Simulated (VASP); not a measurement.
Here is a VASP 6.6.1 calculation.

Contents of INCAR:

```
PREC = Accurate ; ENCUT = 520
EDIFF = 1E-6 ; ISMEAR = -1
SIGMA = 0.1 ; LREAL = F
LASPH = T ; NELM = 100
ALGO = Normal ; ISIF = 2
LWAVE = F ; LCHARG = F
GGA = RP ; NBANDS = 21
```

Contents of KPOINTS:

```
regular mesh
0
Gamma
  11 11 11
```

The input POSCAR:

```
W
1.0
    0.0000000000      3.0100463303      3.0100463303
    3.0100463303      0.0000000000      3.0100463303
    3.0100463303      3.0100463303      0.0000000000
W
2
Direct
    0.1250000000      0.1250000000      0.1250000000
    0.8750000000      0.8750000000      0.8750000000
```

Potentials or basis: VASP PAW PBE potentials, release 64 (W_sv).

Launch:

```sh
$ cat potpaw_PBE.64/W_sv/POTCAR > POTCAR
$ mpirun -np 1 vasp_std > vasp.out
```

Task: What does it give for the pressure?

Result: -7.4 GPa.

Task: What does it give for the band gap on the k mesh?

Result: Zero (bands 14 and 15 overlap by 1.00 eV).

Caveat: the cell stands under tension; the PAW data sets were made with another functional, which shifts forces and pressure a little; spin-orbit coupling is left out, which moves the levels of the heavy elements.
